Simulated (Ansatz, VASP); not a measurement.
## RbBr2 in VASP and in Ansatz

```
Rb Br
1.0
     3.80248    0.00000    0.00000
     0.00000    3.80248    0.00000
     0.00000    0.00000    4.79536
Rb Br
1 2
Direct
  0.00000 0.00000 0.50000
  0.00000 0.50000 0.00000
  0.50000 0.00000 0.00000
```

Alike in both runs: task relaxation of cell and atoms; functional PBE; k mesh 4 × 4 × 4; occupations gaussian, width 0.1 eV; no spin polarisation.

```csv
,VASP,Ansatz
version,VASP 6.6.1,Ansatz 0.2.0
potentials or method,"VASP PAW PBE potentials, release 64 (Rb_sv, Br), cutoff 600 eV","scalar-relativistic, plane waves, PAW"
valence electrons in the cell,23,23
```

```tsv
	VASP	Ansatz	Ansatz less VASP
gap on the k mesh at the Fermi level, each at its own relaxed structure (eV)	none	none	-
relaxed volume (Å³/atom)	39.86	40.11	+0.250
relaxed cell length with the largest relative difference (Å)	4.854	4.870	+0.0160
```

A gap of «none» marks a metal or a gap that the smearing closes.

The k mesh is coarse, so the values compare programs but aren't converged. Noted on VASP's run: the volume moved by over 15 % at a fixed basis, so the end points are rough.
